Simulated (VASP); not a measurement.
Here is a VASP 6.6.1 calculation.

The input INCAR:

```
SYSTEM = SiGe4
PREC = Accurate
ENCUT = 520
EDIFF = 1E-7
ISMEAR = 0
SIGMA = 0.1
LREAL = .False.
LASPH = .True.
NELM = 80
ALGO = Normal
ISIF = 2
LWAVE = .False.
LCHARG = .True.
LDIPOL = .True.
IDIPOL = 3
DIPOL = 0.5 0.5 0.350
GGA = PE
LELF = .True.
LVHAR = .True.
LVACPOTAV = .True.
NBANDS = 38
```

KPOINTS

```
regular mesh
0
Gamma
  9 9 1
  0 0 0
```

Contents of POSCAR:

```
SiGe4
1.0
    4.0740542171      0.0000000000      0.0000000000
   -2.0370271085      3.5282344484      0.0000000000
    0.0000000000      0.0000000000     19.7403205846
Ge Si
4 1
Direct
    0.3333333333      0.6666666667      0.2026309544
    0.0000000000      0.0000000000      0.2447585800
    0.0000000000      0.0000000000      0.3792011874
    0.6666666667      0.3333333333      0.4174360061
    0.6666666667      0.7777777778      0.5051209653
```

Potentials or basis: VASP PAW PBE potentials, release 64 (Ge_d, Si).

Launch:

```console
$ cat potpaw_PBE.64/Ge_d/POTCAR potpaw_PBE.64/Si/POTCAR > POTCAR
$ mpirun -np 1 vasp_std > vasp.out
```

Question: What does it give for the largest force?

Answer: 1.065 eV/Å.

Question: What does it give for the band gap on the k mesh?

Answer: Zero (bands 30 and 31 overlap by 0.51 eV).

Forces in eV/Å, atoms in the order of the input:
```
Ge  -0.011 -0.019  0.198
Ge  -0.071 -0.063 -0.183
Ge   0.216  0.354 -0.981
Ge  -0.161 -0.391  0.945
Si   0.026  0.119  0.022
```
